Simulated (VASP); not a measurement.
V: single point with PBE

Crystal: V.

```
V
1.0
    -1.51435    1.51435    1.51435
     1.51435   -1.51435    1.51435
     1.51435    1.51435   -1.51435
V
1
Cartesian
  0.0000 0.0000 0.0000
```

- Program: VASP 6.6.1
- Task: single point
- Functional: PBE
- Potentials or basis: VASP PAW PBE potentials, release 64 (V_sv)
- Cutoff: 520 eV
- k mesh: 20 × 20 × 20
- Occupations: gaussian, width 0.05 eV
- Spin: no spin polarisation
- Dipole correction: no
- Further INCAR settings: ALGO = Normal; EDIFF = 1e-06; NBANDS = 12

```json
{
 "Pressure": "-5.3 GPa",
 "Band gap on the k mesh": "zero (an odd number of electrons rules out a gap without spin polarisation)"
}
```

Levels at points of the mesh, in eV from the Fermi level:
```tsv
k point	band 4	band 5	band 6	band 7	band 8	band 9	band 10	band 11
(0.00, 0.00, 0.00)	-37.10	-6.51	0.41	0.41	0.41	2.34	2.34	20.25
(0.50, 0.00, 0.00)	-37.11	-3.06	-1.06	1.54	2.34	2.68	3.95	9.80
(0.50, 0.50, 0.50)	-37.66	-2.85	-2.85	3.58	3.58	3.58	9.93	9.93
```

Wall time 49 s on 1 thread of Intel Xeon 8259CL, with other jobs on the host, peak memory 0.15 GiB.

Caveat: the cell stands under tension.
